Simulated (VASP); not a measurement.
# Cd (P6_3/mmc) in VASP: further runs

The runs below take Cd through single point, relaxation of cell and atoms, with PBE.

Program: VASP 6.6.1. These are calculated values, not measurements. Logs are shortened: lines on timing, memory, paths and dates and some standing lists are left out, and cuts for length are marked.

### 1 The cell of the first run

The structure is hexagonal, space group P6_3/mmc (No. 194). Conventional cell: a = 3.145 Å, b = 3.145 Å, c = 5.194 Å, α = 90.00°, β = 90.00°, γ = 120.00°. Within 4.1 Å of Cd (site symmetry -6m2) lie 12 Cd at 3.14 to 3.17 Å.

### 2 Single point, PBE

File INCAR:

```
PREC = Accurate
ENCUT = 520
EDIFF = 1E-6
ISMEAR = 0
SIGMA = 0.05
LREAL = F
LASPH = T
NELM = 80
ALGO = Normal
ISIF = 2
LWAVE = F
LCHARG = F
GGA = PE
NBANDS = 19
```

File KPOINTS:

```
Automatic mesh
0
Gamma
  8 8 4
```

File POSCAR:

```
Cd
1.0
    3.1448034555      0.0000000000      0.0000000000
   -1.5724017277      2.7234796824      0.0000000000
    0.0000000000      0.0000000000      5.1940056787
Cd
2
Direct
    0.3333333333      0.6666666667      0.2500000000
    0.6666666667      0.3333333333      0.7500000000
```

Potentials or basis: VASP PAW PBE potentials, release 64 (Cd).

Launch:

```sh
$ cat potpaw_PBE.64/Cd/POTCAR > POTCAR
$ mpirun -np 1 vasp_std > vasp.out
```

OUTCAR:

```text
PREC = Accurate
   ENCUT = 520
   EDIFF = 1E-6
   ISMEAR = 0
   LREAL = F
   LASPH = T
   NELM = 80
   ISIF = 2
   GGA = PE

 ion  position               nearest neighbor table
   1  0.333  0.667  0.250-   2 3.17   2 3.17   2 3.17   2 3.17   2 3.17   2 3.17
   2  0.667  0.333  0.750-   1 3.17   1 3.17   1 3.17   1 3.17   1 3.17   1 3.17

  LATTYP: Found a hexagonal cell.
 ALAT       =     3.1448034555
 C/A-ratio  =     1.6516153560

  Lattice vectors:

 A1 = (   3.1448034555,   0.0000000000,   0.0000000000)
 A2 = (  -1.5724017277,   2.7234796824,   0.0000000000)
 A3 = (   0.0000000000,   0.0000000000,   5.1940056787)

Analysis of symmetry for initial positions (statically):
=====================================================================
 Subroutine PRICEL returns:
 Original cell was already a primitive cell.

 Routine SETGRP: Setting up the symmetry group for a
 hexagonal supercell.

 Subroutine GETGRP returns: Found 24 space group operations
 (whereof 12 operations were pure point group operations)
 out of a pool of 24 trial point group operations.

The static configuration has the point symmetry D_3d.
 The point group associated with its full space group is D_6h.

Analysis of symmetry for dynamics (positions and initial velocities):
=====================================================================
 Subroutine PRICEL returns:
 Original cell was already a primitive cell.

 Routine SETGRP: Setting up the symmetry group for a
 hexagonal supercell.

 Subroutine GETGRP returns: Found 24 space group operations
 (whereof 12 operations were pure point group operations)
 out of a pool of 24 trial point group operations.

The dynamic configuration has the point symmetry D_3d.
 The point group associated with its full space group is D_6h.

 Subroutine INISYM returns: Found 24 space group operations
 (whereof 12 operations are pure point group operations),
 and found     1 'primitive' translations

----------------------------------------------------------------------------------------

                                     Primitive cell

  volume of cell :      44.4857

  direct lattice vectors                    reciprocal lattice vectors
     3.144803455  0.000000000  0.000000000     0.317984896  0.183588665  0.000000000
    -1.572401728  2.723479682  0.000000000     0.000000000  0.367177331  0.000000000
     0.000000000  0.000000000  5.194005679     0.000000000  0.000000000  0.192529632

  length of vectors
     3.144803455  3.144803455  5.194005679     0.367177331  0.367177331  0.192529632

  position of ions in fractional coordinates (direct lattice)
     0.333333333  0.666666667  0.250000000
     0.666666667  0.333333333  0.750000000

  ion indices of the primitive-cell ions
   primitive index   ion index
                 1           1
                 2           2

----------------------------------------------------------------------------------------

 KPOINTS: Automatic mesh

Automatic generation of k-mesh.
 Grid dimensions read from file:
 generate k-points for:    8    8    4

 Generating k-lattice:

  Cartesian coordinates                     Fractional coordinates (reciprocal lattice)
     0.039748112  0.022948583  0.000000000     0.125000000  0.000000000  0.000000000
     0.000000000  0.045897166  0.000000000     0.000000000  0.125000000  0.000000000
     0.000000000  0.000000000  0.048132408     0.000000000  0.000000000  0.250000000

  Length of vectors
     0.045897166  0.045897166  0.048132408

  Shift w.r.t. Gamma in fractional coordinates (k-lattice)
     0.000000000  0.000000000  0.000000000

 Subroutine IBZKPT returns following result:
 ===========================================

 Found     30 irreducible k-points:

 Following reciprocal coordinates:
            Coordinates               Weight
  0.000000  0.000000  0.000000      1.000000
  0.125000  0.000000  0.000000      6.000000
  0.250000  0.000000  0.000000      6.000000
  0.375000  0.000000  0.000000      6.000000
  0.500000  0.000000  0.000000      3.000000
  0.125000  0.125000  0.000000      6.000000
[... 16 lines left out ...]
  0.250000  0.000000  0.500000      6.000000
  0.375000  0.000000  0.500000      6.000000
 [... further k-points ...]
   k-points           NKPTS =     30   k-points in BZ     NKDIM =     30   number of bands    NBANDS=     19
   number of dos      NEDOS =    301   number of ions     NIONS =      2
   total plane-waves  NPLWV =  23040
   dimension x,y,z NGX =    24 NGY =   24 NGZ =   40
   dimension x,y,z NGXF=    48 NGYF=   48 NGZF=   80
   ions per type =               2
   NGX,Y,Z   is equivalent  to a cutoff of  12.69, 12.69, 12.80 a.u.
   NGXF,Y,Z  is equivalent  to a cutoff of  25.37, 25.37, 25.61 a.u.
 SYSTEM =  unknown system
   PREC   = accura    normal or accurate (medium, high low for compatibility)
   ISTART =      0    job   : 0-new  1-cont  2-samecut
   ICHARG =      2    charge: 1-file 2-atom 10-const
   ISPIN  =      1    spin polarized calculation?
   LNONCOLLINEAR =      F non collinear calculations
   LSORBIT =      F    spin-orbit coupling
   LASPH  =      T    aspherical Exc in radial PAW
   ENCUT  =  520.0 eV  38.22 Ry    6.18 a.u.   5.85  5.85  9.66*2*pi/ulx,y,z
   NELM   =     80;   NELMIN=  2; NELMDL= -5     # of ELM steps
   EDIFF  = 0.1E-05   stopping-criterion for ELM
   LREAL  =      F    real-space projection
   EDIFFG = 0.1E-04   stopping-criterion for IOM
   NSW    =      0    number of steps for IOM
   IBRION =     -1    ionic relax: 0-MD 1-quasi-New 2-CG
   NFREE  =      0    steps in history (QN), initial steepest desc. (CG)
   ISIF   =      2    stress and relaxation
   ISYM   =      2    0-nonsym 1-usesym 2-fastsym
   POTIM  = 0.5000    time-step for ionic-motion
   TEBEG  =    0.0;   TEEND  =   0.0 temperature during run
   PSTRESS=    0.0 pullay stress
   NELECT =      24.0000    total number of electrons
   NUPDOWN=      -1.0000    fix difference up-down
   EMIN   =  10.00;   EMAX   =-10.00  energy-range for DOS
   EFERMI =   0.00;   METHOD = LEGACY
   ISMEAR =     0;   SIGMA  =   0.05  broadening in eV -4-tet -1-fermi 0-gaus
   EFERMI_NEDOS =   21; number of points for ismear=-14 and -15
   IALGO  =     38    algorithm
   IMIX   =      4    mixing-type and parameters
     AMIX     =   0.40;   BMIX     =  1.00
     AMIX_MAG =   1.60;   BMIX_MAG =  1.00
  volume/ion in A,a.u.               =      22.24       150.10
  Fermi-wavevector in a.u.,A,eV,Ry     =   1.332719  2.518474 24.165847  1.776140
  Thomas-Fermi vector in A             =   2.461632
   LORBIT       =      0    0 simple, 1 ext, 2 COOP (PROOUT), +10 PAW based schemes
   GGA     = PE    functional components
   LHFCALC =     F    Hartree Fock is set to
   AEXX    =    0.0000 exact exchange contribution
   IVDW    =     0    specifies the selected vdW correction
   LEPSILON=     F    determine dielectric tensor
   LRPA    =     F    only Hartree local field effects (RPA)
 non-spin polarized calculation
 Gauss-broadening in eV      SIGMA  =   0.05
  energy-cutoff  :      520.00
  volume of cell :       44.49
 maximum number of plane-waves:      1212
 NGX is ok and might be reduce to    24
   NGX = 11   NGY = 11   NGZ = 19

 number of electron      23.9999993 magnetization

 Free energy of the ion-electron system (eV)
  ---------------------------------------------------
  ext. energy  EPLUGINS =         0.00000000
  ---------------------------------------------------
  free energy    TOTEN  =        -1.48906345 eV

  energy without entropy =       -1.48855505  energy(sigma->0) =       -1.48880925

 E-fermi :   2.5597     XC(G=0): -10.8947

 val. band max:        2.5108247914   @ k =   0.3750   0.2500   0.5000
 cond. band min:       2.9081427047   @ k =   0.3750   0.1250   0.2500
 fundamental gap:      0.3973179132
 Fermi energy:         2.5597269790

 k-point     1 :       0.0000    0.0000    0.0000
  band No.  band energies     occupation
      1      -6.8810      2.00000
      2      -6.4346      2.00000
      3      -6.3614      2.00000
      4      -6.3614      2.00000
      5      -6.2760      2.00000
      6      -6.2760      2.00000
[... 11 lines left out ...]
     18      17.0896      0.00000
     19      17.0934      0.00000

 k-point     2 :       0.1250    0.0000    0.0000
  band No.  band energies     occupation
      1      -6.7939      2.00000
      2      -6.4814      2.00000
      3      -6.3298      2.00000
      4      -6.2780      2.00000
      5      -6.2565      2.00000
      6      -6.1858      2.00000
[... 11 lines left out ...]
     18      17.1789      0.00000
     19      17.3944      0.00000

 k-point     3 :       0.2500    0.0000    0.0000
  band No.  band energies     occupation
      1      -6.8006      2.00000
      2      -6.5180      2.00000
      3      -6.4284      2.00000
      4      -6.3345      2.00000
      5      -6.2566      2.00000
      6      -6.1023      2.00000
[... 11 lines left out ...]
     18      14.3004      0.00000
     19      17.0419      0.00000

 k-point     4 :       0.3750    0.0000    0.0000
  band No.  band energies     occupation
      1      -6.9440      2.00000
      2      -6.6883      2.00000
      3      -6.6497      2.00000
      4      -6.3469      2.00000
      5      -6.1736      2.00000
      6      -6.1408      2.00000
[... 11 lines left out ...]
     18      13.8754      0.00000
     19      15.6230      0.00000

 k-point     5 :       0.5000    0.0000    0.0000
  band No.  band energies     occupation
      1      -7.0084      2.00000
      2      -6.7911      2.00000
      3      -6.7088      2.00000
      4      -6.3820      2.00000
      5      -6.1840      2.00000
      6      -6.1114      2.00000
[... 11 lines left out ...]
     18      13.7429      0.00000
     19      15.0813      0.00000

 k-point     6 :       0.1250    0.1250    0.0000
  band No.  band energies     occupation
      1      -6.6883      2.00000
      2      -6.5653      2.00000
      3      -6.3219      2.00000
      4      -6.2992      2.00000
      5      -6.2687      2.00000
      6      -6.2070      2.00000
[... 11 lines left out ...]
     18      15.4556      0.00000
     19      15.7256      0.00000

 k-point     7 :       0.2500    0.1250    0.0000
  band No.  band energies     occupation
      1      -6.7681      2.00000
      2      -6.5868      2.00000
      3      -6.5507      2.00000
      4      -6.3531      2.00000
      5      -6.2553      2.00000
      6      -6.0815      2.00000
[... 11 lines left out ...]
     18      13.9129      0.00000
     19      14.3610      0.00000

 k-point     8 :       0.3750    0.1250    0.0000
  band No.  band energies     occupation
      1      -6.8801      2.00000
      2      -6.7651      2.00000
      3      -6.5986      2.00000
      4      -6.3831      2.00000
      5      -6.1834      2.00000
      6      -6.1287      2.00000
[... 256 lines left out ...]
 k-point    20 :       0.3750    0.2500    0.2500
  band No.  band energies     occupation
      1      -6.7356      2.00000
      2      -6.6081      2.00000
      3      -6.5209      2.00000
      4      -6.4202      2.00000
      5      -6.2952      2.00000
      6      -6.0464      2.00000
[... 11 lines left out ...]
     18      11.2396      0.00000
     19      13.5619      0.00000

 k-point    21 :       0.0000    0.0000    0.5000
  band No.  band energies     occupation
      1      -6.6466      2.00000
      2      -6.6466      2.00000
      3      -6.3871      2.00000
      4      -6.3871      2.00000
      5      -6.3871      2.00000
      6      -6.3871      2.00000
[... 11 lines left out ...]
     18      16.3612      0.00000
     19      16.3612      0.00000

 k-point    22 :       0.1250    0.0000    0.5000
  band No.  band energies     occupation
      1      -6.5782      2.00000
      2      -6.5782      2.00000
      3      -6.4210      2.00000
      4      -6.4210      2.00000
      5      -6.2975      2.00000
      6      -6.2975      2.00000
[... 11 lines left out ...]
     18      15.0545      0.00000
     19      15.8106      0.00000

 k-point    23 :       0.2500    0.0000    0.5000
  band No.  band energies     occupation
      1      -6.6561      2.00000
      2      -6.6561      2.00000
      3      -6.4848      2.00000
      4      -6.4848      2.00000
      5      -6.1069      2.00000
      6      -6.1069      2.00000
[... 11 lines left out ...]
     18      13.2630      0.00000
     19      15.0507      0.00000

 k-point    24 :       0.3750    0.0000    0.5000
  band No.  band energies     occupation
      1      -6.7952      2.00000
      2      -6.7952      2.00000
      3      -6.6584      2.00000
      4      -6.6584      2.00000
      5      -6.0266      2.00000
      6      -6.0266      2.00000
[... 11 lines left out ...]
     18      11.9912      0.00000
     19      14.5178      0.00000

 [... further k-points ...]
[... 5 lines left out ...]
  --------------------------------------------------------------------------------------
  -------------------------------------------------------------------------------------
  Total        0.0683183      0.0683183      0.0597254      0.0000000      0.0000000      0.0000000
  in kB        2.4605228      2.4605228      2.1510438      0.0000000      0.0000000      0.0000000
  external PRESSURE =       2.3573631 kB  Pullay stress =       0.0000000 kB

 VOLUME and BASIS-vectors are now :
 -----------------------------------------------------------------------------
  energy-cutoff  :      520.00
  volume of cell :       44.49
      direct lattice vectors                 reciprocal lattice vectors
     3.144803455  0.000000000  0.000000000     0.317984896  0.183588665  0.000000000
    -1.572401728  2.723479682  0.000000000     0.000000000  0.367177331  0.000000000
     0.000000000  0.000000000  5.194005679     0.000000000  0.000000000  0.192529632

 POSITION                                       TOTAL-FORCE (eV/Angst)
 -----------------------------------------------------------------------------------
     -0.00000      1.81565      1.29850        -0.000000      0.000000      0.000000
      1.57240      0.90783      3.89550         0.000000     -0.000000      0.000000
 -----------------------------------------------------------------------------------
    total drift:                               -0.000000      0.000000      0.000000

  FREE ENERGIE OF THE ION-ELECTRON SYSTEM (eV)
  ---------------------------------------------------
  free  energy   TOTEN  =        -1.4890634474 eV

  energy  without entropy=       -1.4885550484  energy(sigma->0) =       -1.48880925
```

Wall time 17 s (1 thread of Intel Xeon Platinum 8375C at 2.90GHz (Ice Lake), shared host); peak memory 0.16 GiB.

What came out:

```yaml
Free_energy: -1.4891 eV
Pressure: 0.2 GPa
Band_gap_on_the_k_mesh: zero (band 12 reaches 4.14 eV, above the bottom of band 13 at 1.20 eV)
```

### 3 Relaxation of cell and atoms, PBE

This run uses another cell than the first one, of 21.68 Å³/atom, 0.975 times its volume.

File INCAR:

```
PREC = Accurate ; ENCUT = 600
EDIFF = 1E-7 ; ISMEAR = 0
SIGMA = 0.05 ; LREAL = False
LASPH = True ; NELM = 100
ALGO = Normal ; ISIF = 3
LWAVE = False ; LCHARG = False
GGA = PE ; IBRION = 2
NSW = 60 ; EDIFFG = -0.01
```

File KPOINTS:

```
regular mesh
0
Gamma
  8 8 4
```

File POSCAR:

```
Cd
1.0
    3.1300000000      0.0000000000      0.0000000000
   -1.5650000000      2.7106595138      0.0000000000
    0.0000000000      0.0000000000      5.1112900000
Cd
2
Direct
    0.3333333333      0.6666666667      0.2500000000
    0.6666666667      0.3333333333      0.7500000000
```

Potentials or basis: VASP PAW PBE potentials, release 64 (Cd).

Launch:

```sh
$ cat potpaw_PBE.64/Cd/POTCAR > POTCAR
$ mpirun -np 1 vasp_std > vasp.out
```

Wall time 87 s (1 thread of Intel Xeon Platinum 8375C at 2.90GHz (Ice Lake), shared host); peak memory 0.19 GiB.

It converged, with:

- Free energy: -1.4876 eV
- Relaxed volume: 22.31 Å³/atom
- Relaxed cell: a = 3.149 Å, b = 3.149 Å, c = 5.196 Å, α = 90.00°, β = 90.00°, γ = 120.00°
- Space group after relaxing (to 0.05 Å): P6_3/mmc (No. 194)
- Energy gained by relaxing: 3.5 meV/atom
- Ionic steps: 5
- Pressure after relaxing: 0.0 GPa
- Band gap on the k mesh: zero (band 12 reaches 4.10 eV, above the bottom of band 13 at 1.19 eV)

Step by step:
| step | energy change (eV) | largest force (eV/Å) | pressure (GPa) | volume (Å³) |
| --- | --- | --- | --- | --- |
| 1 | 0.0000 | 0.0000 | 1.54 | 43.37 |
| 2 | -0.0070 | 0.0000 | -0.07 | 44.69 |
| 3 | -0.0070 | 0.0000 | -0.04 | 44.66 |
| 4 | -0.0071 | 0.0000 | 0.01 | 44.63 |
| 5 | -0.0071 | 0.0000 | 0.02 | 44.62 |

Final structure:
```
Cd
1.0
     3.14909    0.00000    0.00000
    -1.57454    2.72719    0.00000
     0.00000    0.00000    5.19561
Cd
2
Cartesian
  0.0000 1.8181 1.2989
  1.5745 0.9091 3.8967
```

Levels at points of the mesh, in eV from the Fermi level:
```csv
k point,band 10,band 11,band 12,band 13,band 14,band 15
"(0.00, 0.00, 0.00)",-8.23,-8.23,-2.15,-1.35,12.58,12.58
"(0.50, 0.00, 0.00)",-8.11,-2.45,-2.28,2.95,3.31,3.87
"(0.00, 0.00, 0.50)",-8.38,-6.79,-6.79,6.10,6.10,13.68
"(0.50, 0.00, 0.50)",-8.13,-1.43,-1.43,-0.14,-0.14,8.95
```
